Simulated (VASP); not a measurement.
# Si3Ge2 (P4/mmm) in VASP: a series of runs

Runs on Si3Ge2. Level: PBE. Tasks: single point, relaxation of cell and atoms.

Program: VASP 6.6.1. These are calculated values, not measurements. Logs are shortened: lines on timing, memory, paths and dates and some standing lists are left out, and cuts for length are marked.

**1. The cell of the first run**

Symmetry: P4/mmm, No. 123, tetragonal system. Conventional cell: a = 4.787 Å, b = 4.787 Å, c = 4.869 Å, α = 90.00°, β = 90.00°, γ = 90.00°. Si (site symmetry 4/mmm) has 12 Ge at 3.38 to 4.17 Å and 8 Si at 3.41 Å within 4.5 Å. Within 3.2 Å of Si (site symmetry mmm) lie 2 Ge at 2.39 Å. Ge (site symmetry 4/mmm) has 2 Ge at 2.43 Å within 3.2 Å. Ge (site symmetry 4/mmm) has 4 Si at 2.39 Å and 2 Ge at 2.43 Å within 3.2 Å.

**2. Single point, PBE**

INCAR

```
SYSTEM = Si3Ge2
PREC = Accurate ; ENCUT = 520
EDIFF = 1E-6 ; ISMEAR = 0
SIGMA = 0.1 ; LREAL = .FALSE.
LASPH = .TRUE. ; NELM = 60
ALGO = Normal ; ISIF = 2
LWAVE = .FALSE. ; LCHARG = .TRUE.
GGA = PE ; LELF = .TRUE.
LVHAR = .TRUE. ; NBANDS = 28
```

KPOINTS

```
regular mesh
0
G
  4 4 4
  0 0 0
```

POSCAR

```
Si3Ge2
1.0
    4.7868428040      0.0000000000      0.0000000000
    0.0000000000      4.7868428040      0.0000000000
    0.0000000000      0.0000000000      4.8692599896
Si Ge
3 2
Direct
    0.5000000000      0.5000000000      0.0000000000
    0.0000000000      0.5000000000      0.5000000000
    0.5000000000      0.0000000000      0.5000000000
    0.0000000000      0.0000000000      0.0000000000
    0.0000000000      0.0000000000      0.5000000000
```

Potentials or basis: VASP PAW PBE potentials, release 64 (Si, Ge_d).

The run is started by

```bash
cat potpaw_PBE.64/Si/POTCAR potpaw_PBE.64/Ge_d/POTCAR > POTCAR
mpirun -np 1 vasp_std > vasp.out
```

OUTCAR:

```text
SYSTEM = Si3Ge2
   PREC = Accurate
   ENCUT = 520
   EDIFF = 1E-6
   ISMEAR = 0
   LREAL = .FALSE.
   LASPH = .TRUE.
   NELM = 60
   ISIF = 2
   GGA = PE

 ion  position               nearest neighbor table
   1  0.500  0.500  0.000-
   2  0.000  0.500  0.500-   5 2.39   5 2.39
   3  0.500  0.000  0.500-   5 2.39   5 2.39
   4  0.000  0.000  0.000-   5 2.43   5 2.43
   5  0.000  0.000  0.500-   2 2.39   3 2.39   2 2.39   3 2.39   4 2.43   4 2.43

  LATTYP: Found a simple tetragonal cell.
 ALAT       =     4.7868428040
 C/A-ratio  =     1.0172174414

  Lattice vectors:

 A1 = (   4.7868428040,   0.0000000000,   0.0000000000)
 A2 = (   0.0000000000,   4.7868428040,   0.0000000000)
 A3 = (   0.0000000000,   0.0000000000,   4.8692599896)

Analysis of symmetry for initial positions (statically):
=====================================================================
 Subroutine PRICEL returns:
 Original cell was already a primitive cell.

 Routine SETGRP: Setting up the symmetry group for a
 simple tetragonal supercell.

 Subroutine GETGRP returns: Found 16 space group operations
 (whereof 16 operations were pure point group operations)
 out of a pool of 16 trial point group operations.

The static configuration has the point symmetry D_4h.

Analysis of symmetry for dynamics (positions and initial velocities):
=====================================================================
 Subroutine PRICEL returns:
 Original cell was already a primitive cell.

 Routine SETGRP: Setting up the symmetry group for a
 simple tetragonal supercell.

 Subroutine GETGRP returns: Found 16 space group operations
 (whereof 16 operations were pure point group operations)
 out of a pool of 16 trial point group operations.

The dynamic configuration has the point symmetry D_4h.

 Subroutine INISYM returns: Found 16 space group operations
 (whereof 16 operations are pure point group operations),
 and found     1 'primitive' translations

----------------------------------------------------------------------------------------

                                     Primitive cell

  volume of cell :     111.5736

[... 82 lines left out ...]
   LNONCOLLINEAR =      F non collinear calculations
   LSORBIT =      F    spin-orbit coupling
   LASPH  =      T    aspherical Exc in radial PAW
   ENCUT  =  520.0 eV  38.22 Ry    6.18 a.u.   8.90  8.90  9.05*2*pi/ulx,y,z
   NELM   =     60;   NELMIN=  2; NELMDL= -5     # of ELM steps
   EDIFF  = 0.1E-05   stopping-criterion for ELM
   LREAL  =      F    real-space projection
   EDIFFG = 0.1E-04   stopping-criterion for IOM
   NSW    =      0    number of steps for IOM
   IBRION =     -1    ionic relax: 0-MD 1-quasi-New 2-CG
   NFREE  =      0    steps in history (QN), initial steepest desc. (CG)
   ISIF   =      2    stress and relaxation
   ISYM   =      2    0-nonsym 1-usesym 2-fastsym
   POTIM  = 0.5000    time-step for ionic-motion
   TEBEG  =    0.0;   TEEND  =   0.0 temperature during run
   PSTRESS=    0.0 pullay stress
   NELECT =      40.0000    total number of electrons
   NUPDOWN=      -1.0000    fix difference up-down
   EMIN   =  10.00;   EMAX   =-10.00  energy-range for DOS
   EFERMI =   0.00;   METHOD = LEGACY
   ISMEAR =     0;   SIGMA  =   0.10  broadening in eV -4-tet -1-fermi 0-gaus
   EFERMI_NEDOS =   21; number of points for ismear=-14 and -15
   IALGO  =     38    algorithm
   IMIX   =      4    mixing-type and parameters
     AMIX     =   0.40;   BMIX     =  1.00
     AMIX_MAG =   1.60;   BMIX_MAG =  1.00
  volume/ion in A,a.u.               =      22.31       150.59
  Fermi-wavevector in a.u.,A,eV,Ry     =   1.162986  2.197724 18.402368  1.352536
  Thomas-Fermi vector in A             =   2.299541
   LORBIT       =      0    0 simple, 1 ext, 2 COOP (PROOUT), +10 PAW based schemes
   GGA     = PE    functional components
   LHFCALC =     F    Hartree Fock is set to
   AEXX    =    0.0000 exact exchange contribution
   IVDW    =     0    specifies the selected vdW correction
   LEPSILON=     F    determine dielectric tensor
   LRPA    =     F    only Hartree local field effects (RPA)
 non-spin polarized calculation
 Gauss-broadening in eV      SIGMA  =   0.10
  energy-cutoff  :      520.00
  volume of cell :      111.57
 maximum number of plane-waves:      3040
 NGX is ok and might be reduce to    36
   NGX = 17   NGY = 17   NGZ = 19

 number of electron      39.9999961 magnetization

 Free energy of the ion-electron system (eV)
  ---------------------------------------------------
  ext. energy  EPLUGINS =         0.00000000
  ---------------------------------------------------
  free energy    TOTEN  =       -19.80671052 eV

  energy without entropy =      -19.79520240  energy(sigma->0) =      -19.80095646

 E-fermi :   4.7899     XC(G=0):  -9.7295

 val. band max:        4.7539313697   @ k =   0.2500   0.0000   0.5000
 cond. band min:       4.8604209552   @ k =   0.0000   0.0000   0.0000
 fundamental gap:      0.1064895855
 Fermi energy:         4.7898576006

 k-point     1 :       0.0000    0.0000    0.0000
  band No.  band energies     occupation
      1     -19.9019      2.00000
      2     -19.8157      2.00000
      3     -19.8153      2.00000
      4     -19.7875      2.00000
      5     -19.7875      2.00000
      6     -19.3563      2.00000
[... 547 lines left out ...]
     27       9.0755      0.00000
     28       9.2368      0.00000

------------------------ aborting loop because EDIFF is reached ----------------------------------------

  FORCE on cell =-STRESS in cart. coord.  units (eV):
  Direction    XX          YY          ZZ          XY          YZ          ZX
  --------------------------------------------------------------------------------------
  -------------------------------------------------------------------------------------
  Total        0.0620776      0.0620776      0.1672744      0.0000000      0.0000000     -0.0000000
  in kB        0.8914240      0.8914240      2.4020322      0.0000000      0.0000000     -0.0000000
  external PRESSURE =       1.3949600 kB  Pullay stress =       0.0000000 kB

 VOLUME and BASIS-vectors are now :
 -----------------------------------------------------------------------------
  energy-cutoff  :      520.00
  volume of cell :      111.57
      direct lattice vectors                 reciprocal lattice vectors
     4.786842804  0.000000000  0.000000000     0.208905962  0.000000000  0.000000000
     0.000000000  4.786842804  0.000000000     0.000000000  0.208905962  0.000000000
     0.000000000  0.000000000  4.869259990     0.000000000  0.000000000  0.205370016

 POSITION                                       TOTAL-FORCE (eV/Angst)
 -----------------------------------------------------------------------------------
      2.39342      2.39342      0.00000         0.000000      0.000000      0.000000
      0.00000      2.39342      2.43463         0.000000      0.000000      0.000000
      2.39342      0.00000      2.43463         0.000000      0.000000      0.000000
      0.00000      0.00000      0.00000         0.000000      0.000000      0.000000
      0.00000      0.00000      2.43463         0.000000      0.000000      0.000000
 -----------------------------------------------------------------------------------
    total drift:                               -0.000000     -0.000000      0.000000

  FREE ENERGIE OF THE ION-ELECTRON SYSTEM (eV)
  ---------------------------------------------------
  free  energy   TOTEN  =       -19.8067105157 eV

  energy  without entropy=      -19.7952023956  energy(sigma->0) =      -19.80095646
```

stdout:

```text
POSCAR found type information on POSCAR SiGe
 POSCAR found :  2 types and       5 ions
 scaLAPACK will be used
 LDA part: xc-table for (Slater+PW92), standard interpolation
 POSCAR, INCAR and KPOINTS ok, starting setup
 FFT: planning ... GRIDC
 FFT: planning ... GRID_SOFT
 FFT: planning ... GRID
 WAVECAR not read
 entering main loop
```

Run time: 38 s. Hardware: 1 thread of Intel Xeon Platinum 8488C (Sapphire Rapids), shared host; peak memory 0.22 GiB.

What came out:

```
Free energy            : -19.8067 eV
Pressure               : 0.1 GPa
Band gap on the k mesh : zero (band 20 reaches 7.35 eV, above the bottom of band 21 at 4.66 eV)
```

**3. Relaxation of cell and atoms, PBE**

This run uses another cell than the first one, of 18.75 Å³/atom, 0.840 times its volume.

INCAR

```
SYSTEM = Si3Ge2
PREC     = Accurate       ! precision mode
ENCUT    = 600            ! plane-wave cutoff, eV
EDIFF    = 1E-7           ! SCF threshold, eV
ISMEAR   = 0              ! smearing method
SIGMA    = 0.1            ! smearing width, eV
LREAL    = .FALSE.        ! projectors in reciprocal space
LASPH    = .TRUE.         ! aspherical terms in the spheres
NELM     = 80             ! most SCF steps
ALGO     = Normal         ! electronic algorithm
ISIF     = 3              ! what is computed and relaxed
LWAVE    = .FALSE.        ! write WAVECAR
LCHARG   = .FALSE.        ! write CHGCAR
GGA      = PE             ! functional
IBRION   = 2              ! ionic algorithm
NSW      = 90             ! ionic steps
EDIFFG   = -0.04          ! ionic threshold
```

KPOINTS

```
Automatic mesh
0
G
  4 4 4
  0 0 0
```

Edit POSCAR of step 2 so:

```diff
@@ -2,5 +2,5 @@
 1.0
-    4.7868428040      0.0000000000      0.0000000000
-    0.0000000000      4.7868428040      0.0000000000
-    0.0000000000      0.0000000000      4.8692599896
+    4.6963002300      0.0000000000      0.0000000000
+    0.0000000000      4.6963002300      0.0000000000
+    0.0000000000      0.0000000000      4.2511778400
 Si Ge
```

Potentials or basis: VASP PAW PBE potentials, release 64 (Si, Ge_d).

The run is started by

```bash
cat potpaw_PBE.64/Si/POTCAR potpaw_PBE.64/Ge_d/POTCAR > POTCAR
mpirun -np 1 vasp_std > vasp.out
```

Run time: 3.7 min. Hardware: 1 thread of Intel Xeon Platinum 8488C (Sapphire Rapids), shared host; peak memory 0.25 GiB.

It converged, with:

```
Free energy                            : -19.8049 eV
Relaxed volume                         : 22.38 Å³/atom
Relaxed cell                           : a = 4.791 Å, b = 4.791 Å, c = 4.876 Å, α = 90.00°, β = 90.00°, γ = 90.00°
Space group after relaxing (to 0.05 Å) : P4/mmm (No. 123)
Energy gained by relaxing              : 300.7 meV/atom
Ionic steps                            : 7
Pressure after relaxing                : 0.0 GPa
Band gap on the k mesh                 : zero (band 20 reaches 7.31 eV, above the bottom of band 21 at 4.63 eV)
```

Step by step:
| step | energy change (eV) | largest force (eV/Å) | pressure (GPa) | volume (Å³) |
| --- | --- | --- | --- | --- |
| 1 | 0.0000 | 0.0000 | 15.49 | 93.76 |
| 2 | -1.3269 | 0.0000 | -2.73 | 119.43 |
| 3 | -1.5027 | 0.0000 | 0.17 | 111.50 |
| 4 | -1.5027 | 0.0000 | 0.37 | 111.13 |
| 5 | -1.5035 | 0.0000 | 0.09 | 111.71 |
| 6 | -1.5035 | 0.0000 | 0.11 | 111.65 |
| 7 | -1.5037 | 0.0000 | -0.01 | 111.91 |

Final structure:
```cif
data_structure
_symmetry_space_group_name_H-M 'P 1'
_symmetry_Int_Tables_number 1
_cell_length_a 4.7907
_cell_length_b 4.7907
_cell_length_c 4.8763
_cell_angle_alpha 90.000
_cell_angle_beta 90.000
_cell_angle_gamma 90.000
_cell_volume 111.91
loop_
_atom_site_label
_atom_site_type_symbol
_atom_site_fract_x
_atom_site_fract_y
_atom_site_fract_z
_atom_site_occupancy
Si1 Si 0.50000 0.50000 0.00000 1
Si2 Si 0.00000 0.50000 0.50000 1
Si3 Si 0.50000 0.00000 0.50000 1
Ge1 Ge 0.00000 0.00000 0.00000 1
Ge2 Ge 0.00000 0.00000 0.50000 1
```

Levels at points of the mesh, in eV from the Fermi level:
| k point | band 18 | band 19 | band 20 | band 21 | band 22 | band 23 |
| --- | --- | --- | --- | --- | --- | --- |
| (0.00, 0.00, 0.00) | -1.13 | 0.07 | 0.07 | 0.13 | 1.65 | 1.79 |
| (0.50, 0.00, 0.00) | -1.34 | -1.23 | 0.08 | 1.31 | 1.69 | 1.81 |
| (0.50, 0.50, 0.00) | -1.01 | -1.01 | -0.13 | -0.13 | 0.29 | 2.40 |
| (0.00, 0.00, 0.50) | -1.30 | -1.30 | 0.19 | 1.18 | 1.36 | 1.84 |
| (0.50, 0.00, 0.50) | -0.85 | -0.85 | -0.14 | -0.05 | 0.42 | 2.37 |
| (0.50, 0.50, 0.50) | -3.53 | 2.50 | 2.55 | 3.61 | 3.75 | 3.75 |

Caveat: the k points lie up to 0.33 Å⁻¹ apart in the final cell; the volume moved by over 15 % at a fixed basis, so the end points are rough.

[end of part 1 of 2]
